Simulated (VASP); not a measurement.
**LiF (rock salt type): single point with PBE**

The system is LiF (rock salt type).

```
Li F
1.0
     0.00000    2.03500    2.03500
     2.03500    0.00000    2.03500
     2.03500    2.03500    0.00000
Li F
1 1
Direct
  0.99509 0.00491 0.00491
  0.50000 0.50000 0.50000
```

- Program: VASP 6.6.1
- Task: single point
- Functional: PBE
- Potentials or basis: VASP PAW PBE potentials, release 64 (Li_sv, F)
- Cutoff: 520 eV
- k mesh: 8 × 8 × 8
- Occupations: fermi-dirac, width 0.1 eV
- Spin: no spin polarisation
- Dipole correction: no
- Further INCAR settings: ALGO = Normal; EDIFF = 1e-06; NBANDS = 12

```yaml
Largest_force: 0.028 eV/Å
Band_gap_on_the_k_mesh: 8.82 eV, direct
```

Forces on the atoms (eV/Å):
```
Li  -0.028  0.000  0.000
F    0.028  0.000  0.000
```

Levels at points of the mesh, in eV from the valence-band top:
```
           k point  band 3  band 4  band 5  band 6  band 7  band 8
(0.00, 0.00, 0.00)    0.00    0.00    0.00    8.82   23.53   23.53
(0.50, 0.00, 0.00)   -2.42   -0.22   -0.22   10.61   16.37   18.65
(0.50, 0.50, 0.00)   -2.87   -0.95   -0.95   14.52   16.32   17.07
(0.00, 0.50, 0.50)   -2.87   -0.95   -0.95   14.52   16.32   17.08
```

Wall time 17 s on 1 thread of Intel(R) Xeon(R) Platinum 8259CL CPU @ 2.50GHz (Skylake/Cascade Lake), on a shared host, peak memory 0.14 GiB.

 As with any semilocal functional, this PBE gap is likely too small.
